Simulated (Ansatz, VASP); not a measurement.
CdF2 in VASP and in Ansatz

```
Cd F
1.0
     0.00000    2.69400    2.69400
     2.69400    0.00000    2.69400
     2.69400    2.69400    0.00000
Cd F
1 2
Cartesian
  0.0000 0.0000 0.0000
  4.0410 4.0410 4.0410
  1.3470 1.3470 1.3470
```

Alike in both runs: task relaxation of cell and atoms; functional revPBE; dispersion D4; k mesh 9 × 9 × 9; occupations fermi-dirac, width 0.05 eV; no spin polarisation.

|  | VASP | Ansatz |
| --- | --- | --- |
| version | VASP 6.6.1 | Ansatz 0.2.0 |
| potentials or method | VASP PAW PBE potentials, release 64 (Cd, F) | Ansatz PAW |
| plane-wave cutoff (eV) | 600 | 420 |
| valence electrons in the cell | 26 | 34 |

Ansatz gave:

- relaxed volume (Å³/atom): 13.68
- relaxed cell length with the largest relative difference (Å): 3.872

Question: Estimate VASP's values.

Answer: Relaxed volume (Å³/atom): 13.75; relaxed cell length with the largest relative difference (Å): 3.878.

VASP's potentials were made for PBE, not for revPBE. VASP's potentials hold 26 valence electrons a cell and Ansatz's 34, so a difference there can come from the potentials and not from the codes.

Noted on Ansatz's run: odd divisions of the mesh miss points on the zone boundary, where band edges often lie, so the gap on the mesh can be too wide; the plane-wave basis is chosen anew once the cell has moved, so the energies of steps on either side of that aren't comparable.
